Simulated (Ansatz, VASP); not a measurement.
# Ir in VASP and in Ansatz

```xyz
1
Lattice="0.0000 1.9156 1.9156 1.9156 0.0000 1.9156 1.9156 1.9156 0.0000" Properties=species:S:1:pos:R:3 pbc="T T T"
Ir    0.0000    0.0000    0.0000
```

Alike in both runs: task relaxation of cell and atoms; functional PBEsol; k mesh 18 × 18 × 18; occupations gaussian, width 0.1 eV; no spin polarisation.

|  | VASP | Ansatz |
| --- | --- | --- |
| version | VASP 6.6.1 | Ansatz 0.2.0 |
| potentials or method | VASP PAW PBE potentials, release 64 (Ir), cutoff 600 eV | scalar-relativistic, plane waves, PAW |
| valence electrons in the cell | 9 | 17 |

|  | VASP | Ansatz | Ansatz less VASP |
| --- | --- | --- | --- |
| gap on the k mesh at the Fermi level, each at its own relaxed structure (eV) | none | none | - |
| relaxed volume (Å³/atom) | 14.09 | 14.05 | -0.037 |
| relaxed cell length with the largest relative difference (Å) | 2.711 | 2.708 | -0.0024 |

VASP's potentials were made for PBE, not for PBEsol. A gap of «none» marks a metal or a gap that the smearing closes. VASP's potentials hold 9 valence electrons a cell and Ansatz's 17, so a difference there can come from the potentials and not from the codes.

Spin-orbit coupling is off throughout.
